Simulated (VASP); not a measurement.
Here is a VASP 6.6.1 calculation.

File INCAR:

```
ALGO = Normal
EDIFF = 1E-7
ENCUT = 520
GGA = CA
ISIF = 2
ISMEAR = 0
LASPH = True
LCHARG = True
LELF = True
LREAL = False
LVHAR = True
LWAVE = False
NBANDS = 18
NELM = 80
PREC = Accurate
SIGMA = 0.1
```

Contents of KPOINTS:

```
k-points
0
Gamma
  5 5 5
```

The input POSCAR:

```
BaHg
1.0
    4.0307139072      0.0000000000      0.0000000000
    0.0000000000      4.0307139072      0.0000000000
    0.0000000000      0.0000000000      4.0307139072
Ba Hg
1 1
Direct
    0.0000000000      0.0000000000      0.0000000000
    0.5000000000      0.5000000000      0.5000000000
```

Potentials or basis: VASP PAW LDA potentials, release 64 (Ba_sv, Hg).

Run with:

```sh
$ cat potpaw_LDA.64/Ba_sv/POTCAR potpaw_LDA.64/Hg/POTCAR > POTCAR
$ mpirun -np 1 vasp_std > vasp.out
```

Q: Predict the band gap on the k mesh.

A: Zero (band 11 reaches 3.76 eV, above the bottom of band 12 at 1.84 eV).

Q: Estimate the pressure.

A: 0.6 GPa.

Caveat: spin-orbit coupling is left out, which moves the levels of the heavy elements.
